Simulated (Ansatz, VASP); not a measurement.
Hf in VASP and in Ansatz

INCAR

```
PREC = Accurate
ENCUT = 520
EDIFF = 1E-8
ISMEAR = -1
SIGMA = 0.05
LREAL = False
LASPH = True
NELM = 100
ALGO = Normal
ISIF = 2
LWAVE = False
LCHARG = False
GGA = PS
LEFG = True
NBANDS = 17
```

Contents of KPOINTS:

```
regular mesh
0
Gamma
  13 13 7
```

Contents of POSCAR:

```
Hf
1.0
    3.1966985242      0.0000000000      0.0000000000
   -1.5983492621      2.7684221302      0.0000000000
    0.0000000000      0.0000000000      4.9566440000
Hf
2
Direct
    0.3333333333      0.6666666667      0.2500000000
    0.6666666667      0.3333333333      0.7500000000
```

Input for Ansatz:

```yaml
crystal:
  lattice:
    - [3.1966985242, 0.0, 0.0]
    - [-1.5983492621, 2.7684221302, 0.0]
    - [0.0, 0.0, 4.956644]
  atoms:
    - { symbol: Hf, position: [0.3333333333, 0.6666666667, 0.25] }
    - { symbol: Hf, position: [0.6666666667, 0.3333333333, 0.75] }
kpoints:
  mp_grid: { grid: [13, 13, 7] }
scf:
  occupations: { method: fermi_dirac, width: 0.05 }
hamiltonian:
  xc: pbesol
  pseudopotentials: { kind: paw }
output:
  forces: true
  stress: true
  eigenvalues: true
  efg: { contact_densities: true }
```

Change from the starting cell: zz strain of -2 %, PAW files.

Alike in both runs: task electric field gradients; functional PBEsol; k mesh 13 × 13 × 7; occupations fermi-dirac, width 0.05 eV; no spin polarisation.

|  | VASP | Ansatz |
| --- | --- | --- |
| version | VASP 6.6.1 | Ansatz 0.2.0 |
| potentials or method | VASP PAW PBE potentials, release 64 (Hf_pv) | PAW with Ansatz's default frozen-core files, scalar-relativistic |
| plane-wave cutoff (eV) | 520 | 420 |
| valence electrons in the cell | 20 | 52 |

|  | VASP | Ansatz | Ansatz less VASP |
| --- | --- | --- | --- |
| pressure (GPa) | -1.9 | -1.5 | +0.39 |
| traceless stress, the component that is largest in VASP (GPa) | 1.67 | 1.74 | +0.068 |
| size of Vzz on the site where it differs most (V/Å²) | 103.4 | 114.0 | +10.62 |

VASP's potentials were made for PBE, not for PBEsol. VASP's potentials hold 20 valence electrons a cell and Ansatz's 52, so a difference there can come from the potentials and not from the codes.

Spin-orbit coupling is off throughout.
